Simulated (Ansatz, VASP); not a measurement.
**LaB in VASP and in Ansatz**

INCAR

```
PREC = Accurate
ENCUT = 520
EDIFF = 1E-6
ISMEAR = 0
SIGMA = 0.05
LREAL = False
LASPH = True
NELM = 80
ALGO = Normal
ISIF = 2
LWAVE = False
LCHARG = False
GGA = PS
NBANDS = 14
```

The input KPOINTS:

```
regular mesh
0
Gamma
  10 10 10
```

POSCAR

```
LaB
1.0
    0.0000000000      2.8357827665      2.8357827665
    2.8357827665      0.0000000000      2.8357827665
    2.8357827665      2.8357827665      0.0000000000
La B
1 1
Direct
    0.5000000000      0.5000000000      0.5000000000
    0.0000000000      0.0000000000      0.0000000000
```

Input for Ansatz:

```yaml
crystal:
  lattice:
    - [0.0, 2.8357827665, 2.8357827665]
    - [2.8357827665, 0.0, 2.8357827665]
    - [2.8357827665, 2.8357827665, 0.0]
  atoms:
    - { symbol: La, position: [0.5, 0.5, 0.5] }
    - { symbol: B, position: [0.0, 0.0, 0.0] }
basis:
  ecutwfc: 420
  ecutrho_ratio: 4
kpoints:
  mp_grid: { grid: [10, 10, 10] }
hamiltonian:
  xc: pbesol
scf:
  occupations: { method: gaussian, width: 0.05 }
output:
  forces: true
  stress: true
  eigenvalues: true
  populations: true
  hubbard: { sites: [{ species: La, l: f }] }
```

Alike in both runs: task single point; functional PBEsol; k mesh 10 × 10 × 10; occupations gaussian, width 0.05 eV; no spin polarisation.

|  | VASP | Ansatz |
| --- | --- | --- |
| version | VASP 6.6.1 | Ansatz 0.2.0 |
| potentials or method | VASP PAW PBE potentials, release 64 (La, B), cutoff 520 eV | scalar-relativistic, plane waves, PAW |
| valence electrons in the cell | 14 | 14 |

|  | VASP | Ansatz | Ansatz less VASP |
| --- | --- | --- | --- |
| gap on the k mesh at the Fermi level (eV) | none | none | - |
| pressure (GPa) | -2.6 | -2.6 | 0.00 |

VASP's potentials were made for PBE, not for PBEsol. A gap of «none» marks a metal or a gap that the smearing closes.

Spin-orbit coupling is off throughout.
